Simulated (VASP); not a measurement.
# InSb3 (Fm-3m) in VASP: a series of runs, part 3 of 3

VASP 6.6.1. Earlier steps stand in the parts before.

### Step 4. Single point, PBEsol+D4

This run uses another cell than the first one, of 26.59 Å³/atom, 1.058 times its volume.

File INCAR:

```
SYSTEM = InSb3
  ALGO = Normal
  EDIFF = 1E-6
  ENCUT = 520
  GGA = PS
  ISIF = 2
  ISMEAR = -1
  IVDW = 13
  LASPH = .TRUE.
  LCHARG = .FALSE.
  LREAL = .FALSE.
  LWAVE = .FALSE.
  NBANDS = 22
  NELM = 60
  PREC = Accurate
  SIGMA = 0.05
```

File KPOINTS:

```
k-points
0
G
  4 4 4
  0 0 0
```

File POSCAR:

```
InSb3
1.0
    0.0000000000      3.7605212833      3.7605212833
    3.7605212833      0.0000000000      3.7605212833
    3.7605212833      3.7605212833      0.0000000000
In Sb
1 3
Direct
    0.0000000000      0.0000000000      0.0000000000
    0.2500000000      0.2500000000      0.2500000000
    0.7500000000      0.7500000000      0.7500000000
    0.5000000000      0.5000000000      0.5000000000
```

Potentials or basis: VASP PAW PBE potentials, release 64 (In_d, Sb).

The run is started by

```
$ cat potpaw_PBE.64/In_d/POTCAR potpaw_PBE.64/Sb/POTCAR > POTCAR
$ mpirun -np 1 vasp_std > vasp.out
```

OUTCAR:

```text
SYSTEM = InSb3
   EDIFF = 1E-6
   ENCUT = 520
   GGA = PS
   ISIF = 2
   ISMEAR = -1
   IVDW = 13
   LASPH = .TRUE.
   LREAL = .FALSE.
   NELM = 60
   PREC = Accurate

 ion  position               nearest neighbor table
   1  0.000  0.000  0.000-   3 3.26   3 3.26   3 3.26   2 3.26   2 3.26   2 3.26   3 3.26   2 3.26
                             4 3.76   4 3.76   4 3.76   4 3.76   4 3.76   4 3.76
   2  0.250  0.250  0.250-   1 3.26   1 3.26   1 3.26   4 3.26   4 3.26   4 3.26   4 3.26   1 3.26
                             3 3.76   3 3.76   3 3.76   3 3.76   3 3.76   3 3.76
   3  0.750  0.750  0.750-   4 3.26   4 3.26   4 3.26   1 3.26   1 3.26   1 3.26   4 3.26   1 3.26
                             2 3.76   2 3.76   2 3.76   2 3.76   2 3.76   2 3.76
   4  0.500  0.500  0.500-   2 3.26   2 3.26   2 3.26   3 3.26   3 3.26   3 3.26   3 3.26   2 3.26
                             1 3.76   1 3.76   1 3.76   1 3.76   1 3.76   1 3.76

  LATTYP: Found a face centered cubic cell.
 ALAT       =     7.5210425666

  Lattice vectors:

 A1 = (   0.0000000000,   3.7605212833,   3.7605212833)
 A2 = (   3.7605212833,   0.0000000000,   3.7605212833)
 A3 = (   3.7605212833,   3.7605212833,   0.0000000000)

Analysis of symmetry for initial positions (statically):
=====================================================================
 Subroutine PRICEL returns:
 Original cell was already a primitive cell.

 Routine SETGRP: Setting up the symmetry group for a
 face centered cubic supercell.

 Subroutine GETGRP returns: Found 48 space group operations
 (whereof 48 operations were pure point group operations)
 out of a pool of 48 trial point group operations.

The static configuration has the point symmetry O_h .

Analysis of symmetry for dynamics (positions and initial velocities):
=====================================================================
 Subroutine PRICEL returns:
 Original cell was already a primitive cell.

 Routine SETGRP: Setting up the symmetry group for a
 face centered cubic supercell.

 Subroutine GETGRP returns: Found 48 space group operations
 (whereof 48 operations were pure point group operations)
 out of a pool of 48 trial point group operations.

The dynamic configuration has the point symmetry O_h .

 Subroutine INISYM returns: Found 48 space group operations
 (whereof 48 operations are pure point group operations),
 and found     1 'primitive' translations

----------------------------------------------------------------------------------------

                                     Primitive cell

  volume of cell :     106.3590

  direct lattice vectors                    reciprocal lattice vectors
     0.000000000  3.760521283  3.760521283    -0.132960290  0.132960290  0.132960290
     3.760521283  0.000000000  3.760521283     0.132960290 -0.132960290  0.132960290
     3.760521283  3.760521283  0.000000000     0.132960290  0.132960290 -0.132960290

  length of vectors
     5.318180200  5.318180200  5.318180200     0.230293977  0.230293977  0.230293977

  position of ions in fractional coordinates (direct lattice)
     0.000000000  0.000000000  0.000000000
     0.250000000  0.250000000  0.250000000
     0.750000000  0.750000000  0.750000000
     0.500000000  0.500000000  0.500000000

  ion indices of the primitive-cell ions
   primitive index   ion index
                 1           1
                 2           2
[... 26 lines left out ...]

 Found      8 irreducible k-points:

 Following reciprocal coordinates:
            Coordinates               Weight
  0.000000  0.000000  0.000000      1.000000
  0.250000  0.000000  0.000000      8.000000
  0.500000  0.000000  0.000000      4.000000
  0.250000  0.250000  0.000000      6.000000
  0.500000  0.250000  0.000000     24.000000
 -0.250000  0.250000  0.000000     12.000000
  0.500000  0.500000  0.000000      3.000000
 -0.250000  0.500000  0.250000      6.000000
   k-points           NKPTS =      8   k-points in BZ     NKDIM =      8   number of bands    NBANDS=     22
   number of dos      NEDOS =    301   number of ions     NIONS =      4
   total plane-waves  NPLWV =  64000
   dimension x,y,z NGX =    40 NGY =   40 NGZ =   40
   dimension x,y,z NGXF=    80 NGYF=   80 NGZF=   80
   ions per type =               1   3
   NGX,Y,Z   is equivalent  to a cutoff of  12.50, 12.50, 12.50 a.u.
   NGXF,Y,Z  is equivalent  to a cutoff of  25.01, 25.01, 25.01 a.u.
 SYSTEM =  InSb3
   PREC   = accura    normal or accurate (medium, high low for compatibility)
   ISTART =      0    job   : 0-new  1-cont  2-samecut
   ICHARG =      2    charge: 1-file 2-atom 10-const
   ISPIN  =      1    spin polarized calculation?
   LNONCOLLINEAR =      F non collinear calculations
   LSORBIT =      F    spin-orbit coupling
   LASPH  =      T    aspherical Exc in radial PAW
   ENCUT  =  520.0 eV  38.22 Ry    6.18 a.u.   9.89  9.89  9.89*2*pi/ulx,y,z
   NELM   =     60;   NELMIN=  2; NELMDL= -5     # of ELM steps
   EDIFF  = 0.1E-05   stopping-criterion for ELM
   LREAL  =      F    real-space projection
   EDIFFG = 0.1E-04   stopping-criterion for IOM
   NSW    =      0    number of steps for IOM
   IBRION =     -1    ionic relax: 0-MD 1-quasi-New 2-CG
   NFREE  =      0    steps in history (QN), initial steepest desc. (CG)
   ISIF   =      2    stress and relaxation
   ISYM   =      2    0-nonsym 1-usesym 2-fastsym
   POTIM  = 0.5000    time-step for ionic-motion
   TEBEG  =    0.0;   TEEND  =   0.0 temperature during run
   PSTRESS=    0.0 pullay stress
   NELECT =      28.0000    total number of electrons
   NUPDOWN=      -1.0000    fix difference up-down
   EMIN   =  10.00;   EMAX   =-10.00  energy-range for DOS
   EFERMI =   0.00;   METHOD = LEGACY
   ISMEAR =    -1;   SIGMA  =   0.05  broadening in eV -4-tet -1-fermi 0-gaus
   EFERMI_NEDOS =   21; number of points for ismear=-14 and -15
   IALGO  =     38    algorithm
   IMIX   =      4    mixing-type and parameters
     AMIX     =   0.40;   BMIX     =  1.00
     AMIX_MAG =   1.60;   BMIX_MAG =  1.00
  volume/ion in A,a.u.               =      26.59       179.44
  Fermi-wavevector in a.u.,A,eV,Ry     =   1.049227  1.982752 14.978345  1.100877
  Thomas-Fermi vector in A             =   2.184181
   LORBIT       =      0    0 simple, 1 ext, 2 COOP (PROOUT), +10 PAW based schemes
   GGA     = PS    functional components
   LHFCALC =     F    Hartree Fock is set to
   AEXX    =    0.0000 exact exchange contribution
   IVDW    =    13    specifies the selected vdW correction
   LEPSILON=     F    determine dielectric tensor
   LRPA    =     F    only Hartree local field effects (RPA)
 non-spin polarized calculation
  energy-cutoff  :      520.00
  volume of cell :      106.36
 maximum number of plane-waves:      2884
   NGX = 19   NGY = 19   NGZ = 19

 number of electron      27.9999994 magnetization

 Free energy of the ion-electron system (eV)
  ---------------------------------------------------
  ext. energy  EPLUGINS =         0.00000000
  ---------------------------------------------------
  free energy    TOTEN  =       -15.96134770 eV

  energy without entropy =      -15.90748020  energy(sigma->0) =      -15.93441395

 E-fermi :   8.1268     XC(G=0): -10.3808

 val. band max:        8.0976463959   @ k =   0.5000   0.0000   0.0000
 cond. band min:       8.1435280404   @ k =   0.5000   0.2500   0.0000
 fundamental gap:      0.0458816444
 Fermi energy:         8.1268113343

 k-point     1 :       0.0000    0.0000    0.0000
  band No.  band energies     occupation
      1      -6.3027      2.00000
      2      -6.3027      2.00000
      3      -6.3027      2.00000
      4      -6.2678      2.00000
      5      -6.2678      2.00000
      6      -4.2999      2.00000
[... 189 lines left out ...]
     21      12.3297      0.00000
     22      16.0612      0.00000

------------------------ aborting loop because EDIFF is reached ----------------------------------------

  DFT-D4 for vdW energy calculation

  Edisp (eV):   -1.18807

  FORCE on cell =-STRESS in cart. coord.  units (eV):
  Direction    XX          YY          ZZ          XY          YZ          ZX
  --------------------------------------------------------------------------------------
  -------------------------------------------------------------------------------------
  Total      -3.19968    -3.19968    -3.19968    -0.00000     0.00000    -0.00000
  in kB     -48.19949   -48.19949   -48.19949    -0.00000     0.00000    -0.00000
  external pressure =      -48.20 kB  Pullay stress =        0.00 kB

 VOLUME and BASIS-vectors are now :
 -----------------------------------------------------------------------------
  energy-cutoff  :      520.00
  volume of cell :      106.36
      direct lattice vectors                 reciprocal lattice vectors
     0.000000000  3.760521283  3.760521283    -0.132960290  0.132960290  0.132960290
     3.760521283  0.000000000  3.760521283     0.132960290 -0.132960290  0.132960290
     3.760521283  3.760521283  0.000000000     0.132960290  0.132960290 -0.132960290

 POSITION                                       TOTAL-FORCE (eV/Angst)
 -----------------------------------------------------------------------------------
      0.00000      0.00000      0.00000         0.000000      0.000000     -0.000000
      1.88026      1.88026      1.88026        -0.000000     -0.000000     -0.000000
      5.64078      5.64078      5.64078         0.000000      0.000000      0.000000
      3.76052      3.76052      3.76052         0.000000      0.000000     -0.000000
 -----------------------------------------------------------------------------------
    total drift:                               -0.000000      0.000000      0.000000

  FREE ENERGIE OF THE ION-ELECTRON SYSTEM (eV)
  ---------------------------------------------------
  free  energy   TOTEN  =       -17.1494203099 eV

  energy  without entropy=      -17.0955528089  energy(sigma->0) =      -17.12248656
```

OSZICAR:

```text
N       E                     dE             d eps       ncg     rms          rms(c)
DAV:   1     0.195625496697E+03    0.19563E+03   -0.10993E+04   352   0.120E+03
DAV:   2     0.115805438939E+01   -0.19447E+03   -0.18641E+03   388   0.291E+02
DAV:   3    -0.154875970308E+02   -0.16646E+02   -0.16226E+02   454   0.901E+01
DAV:   4    -0.160117415456E+02   -0.52414E+00   -0.52208E+00   398   0.161E+01
DAV:   5    -0.160356855162E+02   -0.23944E-01   -0.23940E-01   508   0.375E+00    0.368E+00
DAV:   6    -0.159769342969E+02    0.58751E-01   -0.94971E-02   468   0.392E+00    0.202E+00
DAV:   7    -0.159623126853E+02    0.14622E-01   -0.35613E-02   468   0.175E+00    0.363E-01
DAV:   8    -0.159613756497E+02    0.93704E-03   -0.23710E-03   466   0.466E-01    0.103E-01
DAV:   9    -0.159613494142E+02    0.26235E-04   -0.20527E-04   402   0.111E-01    0.377E-02
DAV:  10    -0.159613479755E+02    0.14387E-05   -0.15854E-05   422   0.320E-02    0.198E-02
DAV:  11    -0.159613477014E+02    0.27406E-06   -0.22646E-06   298   0.117E-02
   1 F= -.17149420E+02 E0= -.17122487E+02  d E =-.538675E-01
```

It took 9.7 s on 1 thread of Intel Xeon 6975P-C (Granite Rapids), shared host; peak memory 0.24 GiB.

What came out:

```
Free energy                : -17.1494 eV
Pressure                   : -4.8 GPa
Band gap on the k mesh     : zero (band 14 reaches 9.36 eV, above the bottom of band 15 at 5.91 eV)
Dispersion energy per atom : -0.297 eV
```

Caveat: the k points lie up to 0.36 Å⁻¹ apart; the PAW data sets were made with another functional, which shifts forces and pressure a little; spin-orbit coupling is left out, which moves the levels of the heavy elements; pairwise dispersion overbinds metals, which lowers pressure and volume.

### Step 5. Single point, PBEsol+D4

This run uses another cell than the first one, of 27.32 Å³/atom, 1.087 times its volume.

File INCAR:

```
ALGO = Normal ; EDIFF = 1E-6
ENCUT = 520 ; GGA = PS
ISIF = 2 ; ISMEAR = -1
IVDW = 13 ; LASPH = True
LCHARG = False ; LREAL = False
LWAVE = False ; NBANDS = 22
NELM = 100 ; PREC = Accurate
SIGMA = 0.05
```

File KPOINTS:

```
k-points
0
Gamma
  4 4 4
```

File POSCAR:

```
InSb3
1.0
    0.0000000000      3.7945550000      3.7945550000
    3.7945550000      0.0000000000      3.7945550000
    3.7945550000      3.7945550000      0.0000000000
In Sb
1 3
Direct
    0.0000000000      0.0000000000      0.0000000000
    0.2500000000      0.2500000000      0.2500000000
    0.7500000000      0.7500000000      0.7500000000
    0.5000000000      0.5000000000      0.5000000000
```

The run is started by

```
$ cat potpaw_PBE.64/In_d/POTCAR potpaw_PBE.64/Sb/POTCAR > POTCAR
$ mpirun -np 1 vasp_std > vasp.out
```

Run time: 12 s. Hardware: 1 thread of Intel Xeon 6975P-C (Granite Rapids), shared host; peak memory 0.23 GiB.

It converged, with:

* Free energy: -17.0516 eV
* Pressure: -5.9 GPa
* Band gap on the k mesh: zero (band 14 reaches 8.98 eV, above the bottom of band 15 at 5.47 eV)
* Dispersion energy per atom: -0.289 eV

Levels at points of the mesh, in eV from the Fermi level:
```tsv
k point	band 10	band 11	band 12	band 13	band 14	band 15	band 16	band 17	band 18	band 19
(0.00, 0.00, 0.00)	-2.46	-2.46	-2.37	-2.37	-2.37	-2.33	-0.67	-0.67	-0.67	3.48
(0.50, 0.00, 0.00)	-3.41	-3.41	-2.58	-2.58	-0.24	-0.09	1.94	1.94	3.07	3.07
(0.50, 0.50, 0.00)	-5.05	-5.05	0.34	0.92	0.92	1.25	1.73	1.82	1.82	4.13
```

Caveat: the PAW data sets were made with another functional, which shifts forces and pressure a little; spin-orbit coupling is left out, which moves the levels of the heavy elements; pairwise dispersion overbinds metals, which lowers pressure and volume.

### Step 6. Summary

| cell | gap on the mesh (eV) | pressure (GPa) |
| --- | --- | --- |
| a = 5.219 Å, angles 60.0°, 4 atoms | none | -1.9 |
| a = 5.269 Å, angles 60.0°, 4 atoms | none | -3.5 |
| a = 5.318 Å, angles 60.0°, 4 atoms | none | -4.8 |
| a = 5.366 Å, angles 60.0°, 4 atoms | none | -5.9 |

Alike in all rows: task single point; level PBEsol+D4; potentials or basis VASP PAW PBE potentials, release 64 (In_d, Sb); no spin polarisation; k mesh 4 × 4 × 4; cutoff (eV) 520; smearing fermi-dirac 0.05 eV.

Caveats: some runs use coarse meshes; the PAW data sets were made with another functional, which shifts forces and pressure a little; spin-orbit coupling is left out, which moves the levels of the heavy elements; pairwise dispersion overbinds metals, which lowers pressure and volume.

Absolute energies hang on the potentials; compare differences alone.
